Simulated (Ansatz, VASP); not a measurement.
One calculation of RbAu2, two programs

```
Rb Au
1.0
     4.72416    0.00000    0.00000
    -2.36208    4.09124    0.00000
     0.00000    0.00000    4.98619
Rb Au
1 2
Cartesian
  0.0000 0.0000 2.4931
  0.0000 2.7275 0.0000
  2.3621 1.3637 0.0000
```

Alike in both runs: task relaxation of cell and atoms; functional PBE; k mesh 12 × 12 × 10; occupations gaussian, width 0.1 eV; no spin polarisation.

|  | VASP | Ansatz |
| --- | --- | --- |
| version | VASP 6.6.1 | Ansatz 0.2.0 |
| potentials or method | VASP PAW PBE potentials, release 64 (Rb_sv, Au), cutoff 600 eV | scalar-relativistic, plane waves, PAW |
| valence electrons in the cell | 31 | 47 |

```tsv
	VASP	Ansatz	Ansatz less VASP
gap on the k mesh at the Fermi level, each at its own relaxed structure (eV)	none	none	-
relaxed volume (Å³/atom)	32.12	32.12	0.000
relaxed length of the cell vector where the two differ most in proportion (Å)	4.724	4.724	0.0000
```

A gap of «none» marks a metal or a gap that the smearing closes. VASP's potentials hold 31 valence electrons a cell and Ansatz's 47, so a difference there can come from the potentials and not from the codes.

Neither program's run includes spin-orbit coupling. Noted on VASP's run: the relaxation stopped at its first step, so nothing moved.
